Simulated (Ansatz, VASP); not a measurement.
# BaZrO3 in VASP and in Ansatz

File INCAR:

```
SYSTEM = BaZrO3
PREC = Accurate
ENCUT = 520
EDIFF = 1E-6
ISMEAR = 0
SIGMA = 0.02
LREAL = .FALSE.
LASPH = .TRUE.
NELM = 100
ALGO = Normal
ISIF = 2
LWAVE = .FALSE.
LCHARG = .TRUE.
GGA = PE
LELF = .TRUE.
LVHAR = .TRUE.
NBANDS = 28
```

KPOINTS

```
Automatic mesh
0
G
  6 6 6
  0 0 0
```

Contents of POSCAR:

```
BaZrO3
1.0
    4.0366052912      0.0000000000      0.0000000000
    0.0000000000      4.0366052912      0.0000000000
    0.0000000000      0.0000000000      4.3470194165
Ba Zr O
1 1 3
Direct
    0.0000000000      0.0000000000      0.0000000000
    0.5000000000      0.5000000000      0.5000000000
    0.5000000000      0.0000000000      0.5000000000
    0.5000000000      0.5000000000      0.0000000000
    0.0000000000      0.5000000000      0.5000000000
```

Input for Ansatz:

```yaml
crystal:
  lattice:
    - [4.0366052912, 0.0, 0.0]
    - [0.0, 4.0366052912, 0.0]
    - [0.0, 0.0, 4.3470194165]
  atoms:
    - { symbol: Ba, position: [0.0, 0.0, 0.0] }
    - { symbol: Zr, position: [0.5, 0.5, 0.5] }
    - { symbol: O, position: [0.5, 0.0, 0.5] }
    - { symbol: O, position: [0.5, 0.5, 0.0] }
    - { symbol: O, position: [0.0, 0.5, 0.5] }
basis:
  ecutwfc: 420
kpoints:
  mp_grid: { grid: [6, 6, 6] }
  band_path: { path: [VBM, CBM], npoints: 2 }
hamiltonian:
  xc: pbe
scf:
  occupations: { method: gaussian, width: 0.02 }
output:
  forces: true
  stress: true
  eigenvalues: true
checkpoint:
  read: start.run
  write: ck
  compress: false
  write_wavefunctions: false
  write_every: 100000
```

Alike in both runs: task single point; functional PBE; k mesh 6 × 6 × 6; occupations gaussian, width 0.02 eV; no spin polarisation.

|  | VASP | Ansatz |
| --- | --- | --- |
| version | VASP 6.6.1 | Ansatz 0.2.0 |
| potentials or method | VASP PAW PBE potentials, release 64 (Ba_sv, Zr_sv, O), cutoff 520 eV | scalar-relativistic, plane waves, PAW |
| valence electrons in the cell | 40 | 40 |

```tsv
	VASP	Ansatz	Ansatz less VASP
gap on the k mesh at the Fermi level (eV)	3.09	3.14	+0.048
least direct gap on the mesh (eV)	3.27	3.30	+0.029
pressure (GPa)	13.9	12.7	-1.27
traceless stress, the component that is largest in VASP (GPa)	-12.92	-12.64	+0.281
```

With one functional, cell and mesh, what is left measures potentials, basis and numerics.

Spin-orbit coupling is off throughout.
